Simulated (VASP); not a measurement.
# Pd (Fm-3m) in VASP: single point with PBEsol

Aim: the single point of Pd with PBEsol.

Program: VASP 6.6.1. These are calculated values, not measurements. Logs are shortened: lines on timing, memory, paths and dates and some standing lists are left out, and cuts for length are marked.

**1. The cell of the first run**

The structure is cubic, space group Fm-3m (No. 225). The conventional cell has a = 3.875 Å, b = 3.875 Å, c = 3.875 Å, α = 90.00°, β = 90.00°, γ = 90.00°. Pd (site symmetry m-3m) has 12 Pd at 2.74 Å within 3.6 Å.

**2. Single point, PBEsol**

Input file INCAR:

```
SYSTEM = Pd
ALGO = Normal ; EDIFF = 1E-6
ENCUT = 500 ; GGA = PS
GGA_COMPAT = .False. ; ISIF = 2
ISMEAR = 0 ; LASPH = .True.
LCHARG = .True. ; LELF = .True.
LREAL = .False. ; LVHAR = .True.
LWAVE = .False. ; NBANDS = 11
NELM = 120 ; PREC = Accurate
SIGMA = 0.1
```

Input file KPOINTS:

```
k-points
0
Gamma
  18 18 18
  0 0 0
```

Input file POSCAR:

```
Pd
1.0
    0.0000000000      1.9375245921      1.9375245921
    1.9375245921      0.0000000000      1.9375245921
    1.9375245921      1.9375245921      0.0000000000
Pd
1
Direct
    0.0000000000      0.0000000000      0.0000000000
```

Potentials or basis: VASP PAW PBE potentials, release 64 (Pd).

Started as:

```
cat potpaw_PBE.64/Pd/POTCAR > POTCAR
mpirun -np 1 vasp_std > vasp.out
```

OUTCAR:

```text
SYSTEM = Pd
   EDIFF = 1E-6
   ENCUT = 500
   GGA = PS
   ISIF = 2
   ISMEAR = 0
   LASPH = .True.
   LREAL = .False.
   NELM = 120
   PREC = Accurate

 ion  position               nearest neighbor table
   1  0.000  0.000  0.000-

  LATTYP: Found a face centered cubic cell.
 ALAT       =     3.8750491842

  Lattice vectors:

 A1 = (   0.0000000000,   1.9375245921,   1.9375245921)
 A2 = (   1.9375245921,   0.0000000000,   1.9375245921)
 A3 = (   1.9375245921,   1.9375245921,   0.0000000000)

Analysis of symmetry for initial positions (statically):
=====================================================================
 Subroutine PRICEL returns:
 Original cell was already a primitive cell.

 Routine SETGRP: Setting up the symmetry group for a
 face centered cubic supercell.

 Subroutine GETGRP returns: Found 48 space group operations
 (whereof 48 operations were pure point group operations)
 out of a pool of 48 trial point group operations.

The static configuration has the point symmetry O_h .

Analysis of symmetry for dynamics (positions and initial velocities):
=====================================================================
 Subroutine PRICEL returns:
 Original cell was already a primitive cell.

 Routine SETGRP: Setting up the symmetry group for a
 face centered cubic supercell.

 Subroutine GETGRP returns: Found 48 space group operations
 (whereof 48 operations were pure point group operations)
 out of a pool of 48 trial point group operations.

The dynamic configuration has the point symmetry O_h .

 Subroutine INISYM returns: Found 48 space group operations
 (whereof 48 operations are pure point group operations),
 and found     1 'primitive' translations

----------------------------------------------------------------------------------------

                                     Primitive cell

  volume of cell :      14.5469

  direct lattice vectors                    reciprocal lattice vectors
     0.000000000  1.937524592  1.937524592    -0.258061241  0.258061241  0.258061241
     1.937524592  0.000000000  1.937524592     0.258061241 -0.258061241  0.258061241
     1.937524592  1.937524592  0.000000000     0.258061241  0.258061241 -0.258061241

  length of vectors
     2.740073556  2.740073556  2.740073556     0.446975180  0.446975180  0.446975180

[... 76 lines left out ...]
   ENCUT  =  500.0 eV  36.75 Ry    6.06 a.u.   5.00  5.00  5.00*2*pi/ulx,y,z
   NELM   =    120;   NELMIN=  2; NELMDL= -5     # of ELM steps
   EDIFF  = 0.1E-05   stopping-criterion for ELM
   LREAL  =      F    real-space projection
   EDIFFG = 0.1E-04   stopping-criterion for IOM
   NSW    =      0    number of steps for IOM
   IBRION =     -1    ionic relax: 0-MD 1-quasi-New 2-CG
   NFREE  =      0    steps in history (QN), initial steepest desc. (CG)
   ISIF   =      2    stress and relaxation
   ISYM   =      2    0-nonsym 1-usesym 2-fastsym
   POTIM  = 0.5000    time-step for ionic-motion
   TEBEG  =    0.0;   TEEND  =   0.0 temperature during run
   PSTRESS=    0.0 pullay stress
   NELECT =      10.0000    total number of electrons
   NUPDOWN=      -1.0000    fix difference up-down
   EMIN   =  10.00;   EMAX   =-10.00  energy-range for DOS
   EFERMI =   0.00;   METHOD = LEGACY
   ISMEAR =     0;   SIGMA  =   0.10  broadening in eV -4-tet -1-fermi 0-gaus
   EFERMI_NEDOS =   21; number of points for ismear=-14 and -15
   IALGO  =     38    algorithm
   IMIX   =      4    mixing-type and parameters
     AMIX     =   0.40;   BMIX     =  1.00
     AMIX_MAG =   1.60;   BMIX_MAG =  1.00
  volume/ion in A,a.u.               =      14.55        98.17
  Fermi-wavevector in a.u.,A,eV,Ry     =   1.444833  2.730338 28.402733  2.087542
  Thomas-Fermi vector in A             =   2.563083
   LORBIT       =      0    0 simple, 1 ext, 2 COOP (PROOUT), +10 PAW based schemes
   GGA     = PS    functional components
   LHFCALC =     F    Hartree Fock is set to
   AEXX    =    0.0000 exact exchange contribution
   IVDW    =     0    specifies the selected vdW correction
   LEPSILON=     F    determine dielectric tensor
   LRPA    =     F    only Hartree local field effects (RPA)
 non-spin polarized calculation
 Gauss-broadening in eV      SIGMA  =   0.10
  energy-cutoff  :      500.00
  volume of cell :       14.55
 maximum number of plane-waves:       380
   NGX =  9   NGY =  9   NGZ =  9

 number of electron      10.0000002 magnetization

 Free energy of the ion-electron system (eV)
  ---------------------------------------------------
  ext. energy  EPLUGINS =         0.00000000
  ---------------------------------------------------
  free energy    TOTEN  =        -5.96943210 eV

  energy without entropy =       -5.95792921  energy(sigma->0) =       -5.96368066

 E-fermi :   9.8597     XC(G=0): -13.4667

 val. band max:        9.8584651625   @ k =  -0.4444   0.3889   0.1111
 cond. band min:       9.8603066247   @ k =   0.5000   0.1111   0.0000
 fundamental gap:      0.0018414622
 Fermi energy:         9.8596982534

 k-point     1 :       0.0000    0.0000    0.0000
  band No.  band energies     occupation
      1       2.5080      2.00000
      2       6.9381      2.00000
      3       6.9381      2.00000
      4       6.9381      2.00000
      5       8.6086      2.00000
      6       8.6086      2.00000
      7      26.9890      0.00000
      8      31.8392      0.00000
      9      31.8392      0.00000
     10      31.8392      0.00000
     11      35.9056      0.00000
[... 309 lines left out ...]
 k-point    24 :      -0.2222    0.0556    0.0000
  band No.  band energies     occupation
      1       4.2471      2.00000
      2       6.6958      2.00000
      3       7.2720      2.00000
      4       7.3088      2.00000
      5       8.4795      2.00000
      6       9.0195      2.00000
      7      24.8340      0.00000
      8      28.0881      0.00000
      9      32.1518      0.00000
     10      34.4917      0.00000
     11      34.9221      0.00000

 [... further k-points ...]
[... 5 lines left out ...]
  --------------------------------------------------------------------------------------
  -------------------------------------------------------------------------------------
  Total       -0.0264192     -0.0264192     -0.0264192      0.0000000      0.0000000      0.0000000
  in kB       -2.9097704     -2.9097704     -2.9097704      0.0000000      0.0000000      0.0000000
  external PRESSURE =      -2.9097704 kB  Pullay stress =       0.0000000 kB

 VOLUME and BASIS-vectors are now :
 -----------------------------------------------------------------------------
  energy-cutoff  :      500.00
  volume of cell :       14.55
      direct lattice vectors                 reciprocal lattice vectors
     0.000000000  1.937524592  1.937524592    -0.258061241  0.258061241  0.258061241
     1.937524592  0.000000000  1.937524592     0.258061241 -0.258061241  0.258061241
     1.937524592  1.937524592  0.000000000     0.258061241  0.258061241 -0.258061241

 POSITION                                       TOTAL-FORCE (eV/Angst)
 -----------------------------------------------------------------------------------
      0.00000      0.00000      0.00000        -0.000000      0.000000     -0.000000
 -----------------------------------------------------------------------------------
    total drift:                               -0.000000     -0.000000     -0.000000

  FREE ENERGIE OF THE ION-ELECTRON SYSTEM (eV)
  ---------------------------------------------------
  free  energy   TOTEN  =        -5.9694320990 eV

  energy  without entropy=       -5.9579292128  energy(sigma->0) =       -5.96368066
```

OSZICAR:

```text
N       E                     dE             d eps       ncg     rms          rms(c)
DAV:   1     0.403117654268E+02    0.40312E+02   -0.50968E+03  4346   0.828E+02
DAV:   2    -0.580784584046E+01   -0.46120E+02   -0.44626E+02  4855   0.179E+02
DAV:   3    -0.635449656525E+01   -0.54665E+00   -0.54401E+00  5156   0.207E+01
DAV:   4    -0.635685429624E+01   -0.23577E-02   -0.23575E-02  5212   0.144E+00
DAV:   5    -0.635687832972E+01   -0.24033E-04   -0.24033E-04  5620   0.130E-01    0.866E+00
DAV:   6    -0.598596787913E+01    0.37091E+00   -0.15187E+00  5274   0.100E+01    0.386E+00
DAV:   7    -0.597423277711E+01    0.11735E-01   -0.39344E-02  5670   0.125E+00    0.200E+00
DAV:   8    -0.596947806207E+01    0.47547E-02   -0.19836E-03  5349   0.437E-01    0.121E-01
DAV:   9    -0.596942759721E+01    0.50465E-04   -0.24269E-04  5733   0.132E-01    0.171E-02
DAV:  10    -0.596943270116E+01   -0.51039E-05   -0.40168E-06  5361   0.184E-02    0.111E-02
DAV:  11    -0.596943209902E+01    0.60213E-06   -0.60753E-08  3677   0.250E-03
   1 F= -.59694321E+01 E0= -.59636807E+01  d E =-.115029E-01
```

Wall time 31 s (1 thread of AMD EPYC 7R43 (Zen 3), shared host); peak memory 0.11 GiB.

Results:

| Property | Result |
| --- | --- |
| Free energy | -5.9694 eV |
| Pressure | -0.3 GPa |
| Band gap on the k mesh | zero (bands 5 and 6 overlap by 1.62 eV) |

Caveat: the PAW data sets were made with another functional, which shifts forces and pressure a little.
